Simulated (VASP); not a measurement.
Input of a VASP 6.6.1 run:

INCAR

```
  ALGO = Normal
  EDIFF = 1E-6
  EDIFFG = -0.01
  ENCUT = 600
  GGA = PS
  IBRION = 2
  ISIF = 3
  ISMEAR = -1
  LASPH = True
  LCHARG = False
  LREAL = False
  LWAVE = False
  NELM = 80
  NSW = 60
  PREC = Accurate
  SIGMA = 0.05
```

Contents of KPOINTS:

```
k-points
0
Gamma
  10 10 10
```

The input POSCAR:

```
CaO
1.0
    0.0000000000      2.4035556960      2.4035556960
    2.4035556960      0.0000000000      2.4035556960
    2.4035556960      2.4035556960      0.0000000000
Ca O
1 1
Direct
    0.0000000000      0.0000000000      0.0000000000
    0.5000000000      0.5000000000      0.5000000000
```

Potentials or basis: VASP PAW PBE potentials, release 64 (Ca_sv, O).

Run with:

```console
$ cat potpaw_PBE.64/Ca_sv/POTCAR potpaw_PBE.64/O/POTCAR > POTCAR
$ mpirun -np 1 vasp_std > vasp.out
```

(1) What does it give for the space group after relaxing (to 0.1 Å)?

(2) Predict the relaxed volume.

Results:

(1) Fm-3m (No. 225).

(2) 13.61 Å³/atom.

Caveat: the PAW data sets were made with another functional, which shifts forces and pressure a little.
